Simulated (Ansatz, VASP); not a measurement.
## Sb, level by level in two programs

```
CELL_PARAMETERS angstrom
3.30920 0.00000 0.00000
-1.65460 2.86585 0.00000
0.00000 0.00000 5.39623
ATOMIC_POSITIONS crystal
Sb 0.66667 0.33333 0.75000
Sb 0.33333 0.66667 0.25000
```

Single points on this cell with VASP 6.6.1 and Ansatz 0.2.0. Each row is one pair of runs. Alike in all rows: spin: off; smearing: fermi-dirac, width 0.05 eV.

| level | k mesh | VASP's potentials, cutoff | Ansatz's potentials, cutoff | gap on the k mesh at the Fermi level (eV), VASP | gap on the k mesh at the Fermi level (eV), Ansatz | pressure (GPa), VASP | pressure (GPa), Ansatz |
| --- | --- | --- | --- | --- | --- | --- | --- |
| HSE06 | 6 × 6 × 4 | VASP PAW PBE potentials, release 64 (Sb), 520 eV | Ansatz PAW, 420 eV | none | none | 1.4 | 2.6 |
| LDA | 9 × 9 × 5 | VASP PAW LDA potentials, release 64 (Sb), 520 eV | Ansatz PAW, 420 eV | none | none | -0.1 | -0.2 |
| r2SCAN | 9 × 9 × 5 | VASP PAW PBE potentials, release 64 (Sb), 520 eV | Ansatz PAW, 500 eV | none | none | 3.5 | 3.5 |

Pressure (GPa): the two programs differ by at most 1.2.

VASP's potentials hold 10 valence electrons a cell and Ansatz's 30, so a difference there can come from the potentials and not from the codes.

A gap of «none» marks a metal or a gap that the smearing closes.

The k mesh is coarse in some rows, so the values compare programs but aren't converged. Spin-orbit coupling is off throughout.
